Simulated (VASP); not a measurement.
Write the native input for VASP 6.6.1 that does the following.

```yaml
Task: single point
Functional: PBEsol-based global hybrid
Potentials_or_basis: VASP PAW PBE potentials, release 64 (Mg, O)
Cutoff: 520 eV
k_mesh: 5 × 5 × 5
Occupations: fermi-dirac, width 0.05 eV
Spin: no spin polarisation
Dipole_correction: no
Grid_for_exact_exchange_PRECFOCK: Normal
Share_of_exact_exchange: 0.25
Further_INCAR_settings: ALGO = Normal; EDIFF = 1e-06; NBANDS = 11
```

The system is MgO.

```
Mg O
1.0
     2.93802    0.00000    0.00000
    -1.46901    2.54440    0.00000
     0.00000    0.00000    2.67968
Mg O
1 1
Cartesian
  0.0000 0.0000 0.0000
  0.0000 1.6963 1.3398
```

The input as run:

POSCAR

```
MgO
1.0
    2.9380209034      0.0000000000      0.0000000000
   -1.4690104517      2.5444007392      0.0000000000
    0.0000000000      0.0000000000      2.6796800000
Mg O
1 1
Direct
    0.0000000000      0.0000000000      0.0000000000
    0.3333333333      0.6666666667      0.5000000000
```

INCAR.step1

```
SYSTEM = MgO
PREC = Accurate
ENCUT = 520
EDIFF = 1E-5
ISMEAR = -1
SIGMA = 0.05
LREAL = .False.
LASPH = .True.
NELM = 100
ALGO = Normal
ISIF = 2
LWAVE = .True.
LCHARG = .False.
NBANDS = 11
GGA = PE
```

INCAR.step2

```
SYSTEM = MgO
PREC = Accurate
ENCUT = 520
EDIFF = 1E-6
ISMEAR = -1
SIGMA = 0.05
LREAL = .False.
LASPH = .True.
NELM = 100
ALGO = Normal
ISIF = 2
LWAVE = .False.
LCHARG = .False.
GGA = PS
LHFCALC = .True.
AEXX = 0.25
PRECFOCK = Normal
NBANDS = 11
ISTART = 1
```

KPOINTS

```
Automatic mesh
0
Gamma
  5 5 5
  0 0 0
```

Potentials or basis: VASP PAW PBE potentials, release 64 (Mg, O).

Command:

```sh
$ cat potpaw_PBE.64/Mg/POTCAR potpaw_PBE.64/O/POTCAR > POTCAR
$ cp INCAR.step1 INCAR
$ mpirun -np 1 vasp_std > vasp.out
$ cp INCAR.step2 INCAR
$ mpirun -np 1 vasp_std > vasp.out
```

It gave:

* Pressure: -8.8 GPa
* Band gap on the k mesh: 5.28 eV, indirect (least direct gap 5.70 eV)

Caveat: the k points lie up to 0.49 Å⁻¹ apart; the PAW data sets were made with another functional, which shifts forces and pressure a little.

It took 2.8 min on 1 thread of AMD EPYC 7R13 Processor (Zen 3), with other jobs on the host, peak memory 0.11 GiB.
